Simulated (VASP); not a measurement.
Wanted: the native input for a VASP 6.6.1 run.

```
Task                   : single point
Functional             : PBE
Potentials or basis    : VASP PAW PBE potentials, release 64 (Ba_sv, Ag, Hf_pv)
Cutoff                 : 520 eV
k mesh                 : 4 × 4 × 4, shifted
Occupations            : fermi-dirac, width 0.1 eV
Spin                   : no spin polarisation
Hubbard terms          : Hf d U = 2.0 eV
Dipole correction      : no
Further INCAR settings : ALGO = Normal; EDIFF = 1e-06; NBANDS = 34
```

The structure of BaHf2Ag2 lies in POSCAR:

```
BaHf2Ag2
1.0
   -0.0146389800      4.6891600900     -0.0326924800
    4.6918577700     -0.0146389800     -0.0287759700
    2.3725603600      2.3758313100     -5.4091154200
Ba Ag Hf
1 2 2
Direct
    0.0103120000      0.0229850000      0.9899760000
    0.7276090000      0.2497280000      0.5191560000
    0.2686970000      0.7559470000      0.4752860000
    0.3389610000      0.3782040000      0.2519320000
    0.6276870000      0.6212630000      0.7397540000
```

These files were run (other wordings do the same):

INCAR

```
ALGO     = Normal         # electronic algorithm
EDIFF    = 1E-6           # SCF threshold, eV
ENCUT    = 520            # plane-wave cutoff, eV
GGA      = PE             # functional
ISIF     = 2              # what is computed and relaxed
ISMEAR   = -1             # smearing method
LASPH    = T              # aspherical terms in the spheres
LCHARG   = F              # write CHGCAR
LDAU     = T              # DFT+U
LDAUJ    = 0 0 0        
LDAUL    = -1 -1 2        # shell
LDAUPRINT= 1            
LDAUTYPE = 2            
LDAUU    = 0 0 2          # U, eV
LMAXMIX  = 4              # l up to which the mixer works
LREAL    = F              # projectors in reciprocal space
LWAVE    = F              # write WAVECAR
NBANDS   = 34             # bands
NELM     = 150            # most SCF steps
PREC     = Accurate       # precision mode
SIGMA    = 0.1            # smearing width, eV
```

KPOINTS

```
Automatic mesh
0
Gamma
  4 4 4
  0.5 0.5 0
```

Potentials or basis: VASP PAW PBE potentials, release 64 (Ba_sv, Ag, Hf_pv).

Launch:

```bash
$ cat potpaw_PBE.64/Ba_sv/POTCAR potpaw_PBE.64/Ag/POTCAR potpaw_PBE.64/Hf_pv/POTCAR > POTCAR
$ mpirun -np 1 vasp_std > vasp.out
```

Results of the run:

```json
{
 "Pressure": "16.3 GPa",
 "Largest force": "1.275 eV/Å",
 "Band gap on the k mesh": "zero (band 26 reaches 5.67 eV, above the bottom of band 27 at 5.46 eV)"
}
```

Caveat: the k points lie up to 0.37 Å⁻¹ apart; spin-orbit coupling is left out, which moves the levels of the heavy elements; U without spin polarisation on a metal has little footing; the U is typed as a test and isn't derived for this compound; forces of over 1 eV/Å act on the atoms, so gaps and moduli don't describe the material at rest.

Wall time 57 s on 1 thread of Intel(R) Xeon(R) 6975P-C (Granite Rapids), with other jobs on the host, peak memory 0.31 GiB.
